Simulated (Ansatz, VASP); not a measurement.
**LiH in VASP and in Ansatz**

```xyz
4
Lattice="2.7815 0.0000 0.0000 -1.3908 2.4089 0.0000 0.0000 0.0000 4.8730" Properties=species:S:1:pos:R:3 pbc="T T T"
Li    0.0000    0.0000    0.0000
Li    0.0000    0.0000    2.4365
H     0.0000    1.6059    1.2182
H     1.3908    0.8030    3.6547
```

Alike in both runs: task single point; functional r2SCAN; k mesh 12 × 12 × 6; no spin polarisation.

```csv
,VASP,Ansatz
version,VASP 6.6.1,Ansatz 0.2.0
potentials or method,"VASP PAW PBE potentials, release 64 (Li_sv, H)","plane waves, PAW"
plane-wave cutoff (eV),520,500
occupations,"gaussian, width 0.01 eV",fixed
valence electrons in the cell,8,8
```

```csv
,VASP,Ansatz,Ansatz less VASP
gap on the k mesh at the Fermi level (eV),5.01,4.98,-0.030
```

VASP's potentials were made for PBE, not for r2SCAN.

Noted on VASP's run: the cutoff is short for stress, so the pressure is rough.
